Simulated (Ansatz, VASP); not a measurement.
This is a calculation of TiO2 for Ansatz 0.2.0.

The input input.yaml:

```yaml
crystal:
  lattice:
    - [6.1535771931, -1.8834685, 0.0]
    - [6.1535771931, 1.8834685, 0.0]
    - [-1.9283261078, 0.0, 6.3289668713]
  atoms:
    - { symbol: Ti, position: [0.900071, 0.900071, 0.289602] }
    - { symbol: Ti, position: [0.195286, 0.195286, 0.283762] }
    - { symbol: Ti, position: [0.099929, 0.099929, 0.710398] }
    - { symbol: Ti, position: [0.804714, 0.804714, 0.716238] }
    - { symbol: O, position: [0.361931, 0.361931, 0.293397] }
    - { symbol: O, position: [0.2634885, 0.2634885, 0.6525] }
    - { symbol: O, position: [0.8671885, 0.8671885, 0.995291] }
    - { symbol: O, position: [0.7365115, 0.7365115, 0.3475] }
    - { symbol: O, position: [0.9416475, 0.9416475, 0.630021] }
    - { symbol: O, position: [0.1328115, 0.1328115, 0.004709] }
    - { symbol: O, position: [0.638069, 0.638069, 0.706603] }
    - { symbol: O, position: [0.0583525, 0.0583525, 0.369979] }
hamiltonian:
  xc: { exchange: b88, correlation: pbe }
  pseudopotentials: { kind: paw }
kpoints:
  mp_grid: { grid: [8, 8, 4] }
scf:
  occupations: { method: fermi_dirac, width: 0.05 }
output:
  forces: true
  stress: true
relax:
  f_tol: 0.01
  max_steps: 40
  cell: { stress_tol: 0.05 }
```

Potentials or basis: Ansatz PAW.

Launch:

```console
$ ansatz run input.yaml --threads 2 --pin off --max-ram 5120MiB --backend cpu --events-out ev --progress --plain --runs-dir out
```

Question: Set up the same calculation for VASP 6.6.1. Potentials there: VASP PAW PBE potentials, release 64 (Ti_sv, O).

Answer: As run (the cutoff follows the program's own potentials):

File INCAR:

```
SYSTEM = TiO2
PREC     = Accurate       ! precision mode
ENCUT    = 600            ! plane-wave cutoff, eV
EDIFF    = 1E-7           ! SCF threshold, eV
ISMEAR   = -1             ! smearing method
SIGMA    = 0.05           ! smearing width, eV
LREAL    = .FALSE.        ! projectors in reciprocal space
LASPH    = .TRUE.         ! aspherical terms in the spheres
NELM     = 120            ! most SCF steps
ALGO     = Normal         ! electronic algorithm
ISIF     = 3              ! what is computed and relaxed
LWAVE    = .FALSE.        ! write WAVECAR
LCHARG   = .FALSE.        ! write CHGCAR
GGA      = LIBXC          ! functional
LIBXC1   = GGA_X_B88    
LIBXC2   = GGA_C_PBE    
IBRION   = 2              ! ionic algorithm
NSW      = 60             ! ionic steps
EDIFFG   = -0.01          ! ionic threshold
GGA_COMPAT= .FALSE.      
NELMIN   = 4            
KPAR     = 4
```

Contents of KPOINTS:

```
Automatic mesh
0
G
  8 8 4
  0 0 0
```

Contents of POSCAR:

```
TiO2
1.0
    6.1535771931     -1.8834685000      0.0000000000
    6.1535771931      1.8834685000      0.0000000000
   -1.9283261078      0.0000000000      6.3289668713
Ti O
4 8
Direct
    0.9000710000      0.9000710000      0.2896020000
    0.1952860000      0.1952860000      0.2837620000
    0.0999290000      0.0999290000      0.7103980000
    0.8047140000      0.8047140000      0.7162380000
    0.3619310000      0.3619310000      0.2933970000
    0.2634885000      0.2634885000      0.6525000000
    0.8671885000      0.8671885000      0.9952910000
    0.7365115000      0.7365115000      0.3475000000
    0.9416475000      0.9416475000      0.6300210000
    0.1328115000      0.1328115000      0.0047090000
    0.6380690000      0.6380690000      0.7066030000
    0.0583525000      0.0583525000      0.3699790000
```

Potentials or basis: VASP PAW PBE potentials, release 64 (Ti_sv, O).

Run with:

```bash
$ cat potpaw_PBE.64/Ti_sv/POTCAR potpaw_PBE.64/O/POTCAR > POTCAR
$ mpirun -np 4 vasp_std > vasp.out
```

Both were run:

|  | VASP | Ansatz | Ansatz less VASP |
| --- | --- | --- | --- |
| relaxed volume (Å³/atom) | 12.17 | 12.15 | -0.020 |
| relaxed length of the cell vector where the two differ most in proportion (Å) | 6.420 | 6.414 | -0.0054 |

VASP's potentials were made for PBE, not for b88 exchange, pbe correlation.

Noted on Ansatz's run: the plane-wave basis is chosen anew once the cell has moved, so the energies of steps on either side of that aren't comparable.
